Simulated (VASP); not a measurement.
Set up this calculation in VASP 6.6.1, as the native input.

| Property | Result |
| --- | --- |
| Task | single point |
| Functional | LDA |
| Potentials or basis | VASP PAW LDA potentials, release 64 (Hf_pv) |
| Cutoff | 520 eV |
| k mesh | 15 × 15 × 15 |
| Occupations | fermi-dirac, width 0.1 eV |
| Spin | no spin polarisation |
| Dipole correction | no |
| Further INCAR settings | ALGO = Normal; EDIFF = 1e-06; NBANDS = 11 |

The structure of Hf lies in POSCAR:

```
Hf
1.0
    2.5769457358      0.0000000000      0.0000000000
    0.0000000000      2.5769457358      0.0000000000
    0.0000000000      0.0000000000      2.5769457358
Hf
1
Direct
    0.0000000000      0.0000000000      0.0000000000
```

This cell differs from its parent crystal: volume scaled by 0.76.

One way to write it, as run:

INCAR

```
SYSTEM = Hf
PREC = Accurate
ENCUT = 520
EDIFF = 1E-6
ISMEAR = -1
SIGMA = 0.1
LREAL = .FALSE.
LASPH = .TRUE.
NELM = 80
ALGO = Normal
ISIF = 2
LWAVE = .FALSE.
LCHARG = .FALSE.
NBANDS = 11
```

KPOINTS

```
regular mesh
0
G
  15 15 15
  0 0 0
```

Potentials or basis: VASP PAW LDA potentials, release 64 (Hf_pv).

Run with:

```sh
$ cat potpaw_LDA.64/Hf_pv/POTCAR > POTCAR
$ mpirun -np 1 vasp_std > vasp.out
```

Results of the run:

```json
{"Pressure": "39.8 GPa", "Band gap on the k mesh": "zero (band 5 reaches 7.35 eV, above the bottom of band 6 at 3.73 eV)"}
```

Caveat: spin-orbit coupling is left out, which moves the levels of the heavy elements.

It took 22 s on 1 thread of AMD EPYC 7R13, with other jobs on the host, peak memory 0.1 GiB.
